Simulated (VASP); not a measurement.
A run of VASP 6.6.1 is set up as follows.

INCAR

```
  PREC = Accurate
  ENCUT = 520
  EDIFF = 1E-6
  ISMEAR = 0
  SIGMA = 0.02
  LREAL = F
  LASPH = T
  NELM = 60
  ALGO = Normal
  ISIF = 2
  LWAVE = F
  LCHARG = F
  GGA = PE
  NBANDS = 26
```

The input KPOINTS:

```
regular mesh
0
Gamma
  12 12 4
```

The input POSCAR:

```
ZnS
1.0
    3.9593889383      0.0000000000      0.0000000000
   -1.9796944692      3.4289314041      0.0000000000
    0.0000000000      0.0000000000      6.4937823448
Zn S
2 2
Direct
    0.3333333333      0.6666666667      0.0000493269
    0.6666666667      0.3333333333      0.5000493269
    0.3333333333      0.6666666667      0.3749506731
    0.6666666667      0.3333333333      0.8749506731
```

Potentials or basis: VASP PAW PBE potentials, release 64 (Zn, S).

The run is started by

```sh
$ cat potpaw_PBE.64/Zn/POTCAR potpaw_PBE.64/S/POTCAR > POTCAR
$ mpirun -np 1 vasp_std > vasp.out
```

Problem. Predict the band gap on the k mesh.

Solution. 1.70 eV, direct.

Problem. Estimate the largest force.

Solution. 0.005 eV/Å.

Stress tensor (GPa, compression positive):
```
-4.86  0.00  0.00
 0.00 -4.86  0.00
 0.00  0.00 -4.99
```

Caveat: the cell differs from its parent crystal (equal strain along all axes, cell held: +3.0 %, then relaxed in part). A k mesh can miss the band edges.
